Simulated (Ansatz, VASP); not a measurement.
ZnO: VASP beside Ansatz

```
Zn O
1.0
     3.24940    0.00000    0.00000
    -1.62470    2.81406    0.00000
     0.00000    0.00000    5.09972
Zn O
2 2
Direct
  0.33333 0.66667 0.00000
  0.66667 0.33333 0.50000
  0.33333 0.66667 0.38210
  0.66667 0.33333 0.88210
```

Change from the starting cell: zz strain of -2 %, crystal datasets.

Alike in both runs: task electric field gradients; functional PBE; k mesh 11 × 11 × 6; occupations fermi-dirac, width 0.02 eV; no spin polarisation.

|  | VASP | Ansatz |
| --- | --- | --- |
| version | VASP 6.6.1 | Ansatz 0.2.0 |
| potentials or method | VASP PAW PBE potentials, release 64 (Zn, O), cutoff 520 eV | all-electron PAW with datasets made for the crystal, scalar-relativistic |

|  | VASP | Ansatz | Ansatz less VASP |
| --- | --- | --- | --- |
| gap on the k mesh at the Fermi level (eV) | 0.84 | 0.88 | +0.032 |
| pressure (GPa) | 9.3 | 8.0 | -1.25 |
| traceless stress, the component that is largest in VASP (GPa) | 3.56 | 3.46 | -0.100 |
| rms of the force components (eV/Å) | 0.113 | 0.105 | -0.0080 |
| size of Vzz on the site where it differs most (V/Å²) | 2.0 | 1.5 | -0.52 |

Atom by atom the forces differ by 0.008 eV/Å (rms over components). Ansatz ran all-electron here, and VASP with PAW potentials.
